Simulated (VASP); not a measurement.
A run of VASP 6.6.1 is set up as follows.

POSCAR

```
CdS
1.0
    0.0000000000      2.9392148430      2.9686069915
    2.9392148430      0.0000000000      2.9686069915
    2.9392148430      2.9392148430      0.0000000000
Cd S
1 1
Direct
    0.0000000000      0.0000000000      0.0000000000
    0.2500000000      0.2500000000      0.2500000000
```

Contents of INCAR.step1:

```
SYSTEM = CdS
  ALGO = Normal
  EDIFF = 1E-4
  ENCUT = 520
  GGA = PE
  ISMEAR = 0
  LASPH = .True.
  LCHARG = .False.
  LREAL = .False.
  LWAVE = .True.
  NBANDS = 16
  NELM = 60
  PREC = Accurate
  SIGMA = 0.01
```

INCAR.step2

```
SYSTEM = CdS
  ALGO = Normal
  EDIFF = 1E-6
  ENCUT = 520
  ISIF = 2
  ISMEAR = 0
  ISTART = 1
  LASPH = .True.
  LCHARG = .False.
  LMIXTAU = .True.
  LREAL = .False.
  LWAVE = .False.
  METAGGA = R2SCAN
  NBANDS = 16
  NELM = 60
  PREC = Accurate
  SIGMA = 0.01
```

The input KPOINTS:

```
k-points
0
Gamma
  8 8 8
  0 0 0
```

Potentials or basis: VASP PAW PBE potentials, release 64 (Cd, S).

The run is started by

```console
$ cat potpaw_PBE.64/Cd/POTCAR potpaw_PBE.64/S/POTCAR > POTCAR
$ cp INCAR.step1 INCAR
$ mpirun -np 1 vasp_std > vasp.out
$ cp INCAR.step2 INCAR
$ mpirun -np 1 vasp_std > vasp.out
```

Problem. Predict the pressure.

Solution. -0.3 GPa.

Problem. What does it give for the band gap on the k mesh?

Solution. 1.50 eV.

Stress tensor (GPa, compression positive):
```
-0.25  0.00  0.00
 0.00 -0.25  0.00
 0.00  0.00 -0.44
```

Caveat: the cell differs from its parent crystal (uniaxial z strain +1.0%); the PAW data sets were made with another functional, which shifts forces and pressure a little.
